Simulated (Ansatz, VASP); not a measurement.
# One calculation of CuO, two programs

File INCAR:

```
SYSTEM = CuO
ALGO = Normal
EDIFF = 1E-6
ENCUT = 520
GGA = PS
ISIF = 2
ISMEAR = 0
LASPH = .TRUE.
LCHARG = .FALSE.
LREAL = .FALSE.
LWAVE = .FALSE.
NBANDS = 44
NELM = 100
PREC = Accurate
SIGMA = 0.1
```

KPOINTS

```
k-points
0
G
  10 10 8
  0 0 0
```

The input POSCAR:

```
CuO
1.0
    4.0850661606      0.0000000000      0.0000000000
    0.0000000000      4.1007163537      0.0000000000
    0.0000000000      0.0000000000      5.0922648285
Cu O
4 4
Direct
    0.2500000000      0.2500000000      0.5000000000
    0.2500000000      0.7500000000      0.0000000000
    0.7500000000      0.7500000000      0.5000000000
    0.7500000000      0.2500000000      0.0000000000
    0.5000000000      0.0000000000      0.7500000000
    0.5000000000      0.0000000000      0.2500000000
    0.0000000000      0.5000000000      0.7500000000
    0.0000000000      0.5000000000      0.2500000000
```

Input for Ansatz:

```yaml
crystal:
  lattice:
    - [4.0850661606, 0.0, 0.0]
    - [0.0, 4.1007163537, 0.0]
    - [0.0, 0.0, 5.0922648285]
  atoms:
    - { symbol: Cu, position: [0.25, 0.25, 0.5] }
    - { symbol: Cu, position: [0.25, 0.75, 0.0] }
    - { symbol: Cu, position: [0.75, 0.75, 0.5] }
    - { symbol: Cu, position: [0.75, 0.25, 0.0] }
    - { symbol: O, position: [0.5, 0.0, 0.75] }
    - { symbol: O, position: [0.5, 0.0, 0.25] }
    - { symbol: O, position: [0.0, 0.5, 0.75] }
    - { symbol: O, position: [0.0, 0.5, 0.25] }
basis:
  ecutwfc: 420
kpoints:
  mp_grid: { grid: [10, 10, 8] }
hamiltonian:
  xc: pbesol
scf:
  occupations: { method: gaussian, width: 0.1 }
output:
  forces: true
  stress: true
  eigenvalues: true
```

Alike in both runs: task single point; functional PBEsol; k mesh 10 × 10 × 8; occupations gaussian, width 0.1 eV; no spin polarisation.

|  | VASP | Ansatz |
| --- | --- | --- |
| version | VASP 6.6.1 | Ansatz 0.2.0 |
| potentials or method | VASP PAW PBE potentials, release 64 (Cu, O), cutoff 520 eV | scalar-relativistic, plane waves, PAW |
| valence electrons in the cell | 68 | 100 |

Ansatz gave:

- gap on the k mesh at the Fermi level (eV): none
- pressure (GPa): 0.0
- traceless stress, the component that is largest in VASP (GPa): 0.00

Which values does VASP return?

gap on the k mesh at the Fermi level (eV): none; pressure (GPa): 0.6; traceless stress, the component that is largest in VASP (GPa): 0.30.

VASP's potentials were made for PBE, not for PBEsol. A gap of «none» marks a metal or a gap that the smearing closes. VASP's potentials hold 68 valence electrons a cell and Ansatz's 100, so a difference there can come from the potentials and not from the codes.
